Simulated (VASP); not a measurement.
Fe:

```
Fe
1.0
    -1.39354    1.39354    1.39354
     1.39354   -1.39354    1.39354
     1.39354    1.39354   -1.39354
Fe
1
Cartesian
  0.0000 0.0000 0.0000
```

Base run:

```yaml
Program: VASP 6.6.1
Functional: PBE
Potentials_or_basis: VASP PAW PBE potentials, release 64 (Fe)
Cutoff: 520 eV
k_mesh: 13 × 13 × 13
Occupations: fermi-dirac, width 0.05 eV
Spin: collinear spin, ferromagnetic start
Starting_moments: "[2.2] μB"
```

Its results: pressure 9.4 GPa; net moment 2.07 μB per cell; site moments Fe +2.06 μB.

Question: The run is repeated on the same cell with these changes: functional from PBE to r2SCAN; further incar settings from ALGO = Normal; EDIFF = 1e-07; NBANDS = 14 to ALGO = Normal; EDIFF = 1e-06; NBANDS = 14. What comes out?

Answer: Pressure 18.7 GPa; net moment 2.59 μB per cell; site moments Fe +2.62 μB.

Caveats: the PAW data sets were made with another functional, which shifts forces and pressure a little (some runs).
